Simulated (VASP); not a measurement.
Crystal: RbBr.

```xyz
2
Lattice="0.0000 3.4270 3.4270 3.4270 0.0000 3.4270 3.4270 3.4270 0.0000" Properties=species:S:1:pos:R:3 pbc="T T T"
Rb    0.0000    0.0000    0.0000
Br    3.4270    3.4270    3.4270
```

- Program: VASP 6.6.1
- Task: relaxation of cell and atoms
- Functional: PBE
- Potentials or basis: VASP PAW PBE potentials, release 64 (Rb_sv, Br)
- Cutoff: 600 eV
- k mesh: 6 × 6 × 6
- Occupations: fermi-dirac, width 0.02 eV
- Spin: no spin polarisation

At the start: pressure 1.0 GPa; volume 40.25 Å³/atom.

Task: How do energy, volume and symmetry change on relaxing?

Result: Over 4 steps the energy falls by 9.1 meV/atom and the volume is 43.33 Å³/atom (+7.7 %); space group Fm-3m (No. 225, to 0.05 Å).

Step by step:
```tsv
step	energy change (eV)	largest force (eV/Å)	pressure (GPa)	volume (Å³)
1	0.0000	0.0000	1.03	80.50
2	-0.0140	0.0000	0.48	83.54
3	-0.0182	0.0000	0.03	86.42
4	-0.0182	0.0000	-0.01	86.66
```

Final structure:
```xyz
2
Lattice="0.0000 3.5123 3.5123 3.5123 0.0000 3.5123 3.5123 3.5123 0.0000" Properties=species:S:1:pos:R:3 pbc="T T T"
Rb    3.5123    7.0246    3.5123
Br    3.5123    3.5123    3.5123
```
